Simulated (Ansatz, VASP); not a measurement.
**One calculation of Al2O3, two programs**

Contents of INCAR:

```
SYSTEM = Al2O3
PREC = Accurate
ENCUT = 600
EDIFF = 1E-6
ISMEAR = 0
SIGMA = 0.01
LREAL = .FALSE.
LASPH = .TRUE.
NELM = 80
ALGO = Normal
ISIF = 3
LWAVE = .FALSE.
LCHARG = .FALSE.
GGA = B5
ALDAX = 1.0
AGGAX = 1.0
AGGAC = 1.0
ALDAC = 0.0
IVDW = 12
VDW_S6 = 1.0
VDW_S8 = 2.6996
VDW_A1 = 0.4298
VDW_A2 = 4.2359
IBRION = 2
NSW = 100
EDIFFG = -0.01
```

KPOINTS

```
Automatic mesh
0
G
  12 12 4
  0 0 0
```

POSCAR

```
Al2O3
1.0
    3.0174830000      0.0000000000      0.0000000000
   -1.5087415000      2.6132169335      0.0000000000
    0.0000000000      0.0000000000      7.5746360000
Al O
2 3
Direct
    0.0000000000      0.0000000000      0.2779510000
    0.0000000000      0.0000000000      0.7220490000
    0.3333333333      0.6666666667      0.1994540000
    0.6666666667      0.3333333333      0.8005460000
    0.0000000000      0.0000000000      0.5000000000
```

Input for Ansatz:

```yaml
crystal:
  lattice:
    a: 3.017483
    b: 3.017483
    c: 7.574636
    alpha: 90.0
    beta: 90.0
    gamma: 120.0
  atoms:
    - { symbol: Al, position: [0.0, 0.0, 0.277951] }
    - { symbol: Al, position: [0.0, 0.0, 0.722049] }
    - { symbol: O, position: [0.3333333333333333, 0.6666666666666666, 0.199454] }
    - { symbol: O, position: [0.6666666666666666, 0.3333333333333333, 0.800546] }
    - { symbol: O, position: [0.0, 0.0, 0.5] }
basis:
  ecutwfc: 476.19925930478996
kpoints:
  mp_grid:
    grid: [12, 12, 4]
hamiltonian:
  xc: blyp
  dispersion: d3bj
scf:
  occupations:
    method: fixed
relax:
  max_steps: 100
  cell: {}
```

Alike in both runs: task relaxation of cell and atoms; functional BLYP; dispersion D3(BJ); k mesh 12 × 12 × 4; no spin polarisation.

|  | VASP | Ansatz |
| --- | --- | --- |
| version | VASP 6.6.1 | Ansatz 0.2.0 |
| potentials or method | VASP PAW PBE potentials, release 64 (Al, O), cutoff 600 eV | plane waves, PAW |
| occupations | gaussian, width 0.01 eV | fixed |
| valence electrons in the cell | 24 | 24 |

Ansatz gave:

- relaxed volume (Å³/atom): 11.25
- relaxed cell length with the largest relative difference (Å): 7.228

Question: What did VASP give for the same quantities?

Answer: Relaxed volume (Å³/atom): 11.21; relaxed cell length with the largest relative difference (Å): 7.198.

VASP's potentials were made for PBE, not for BLYP.
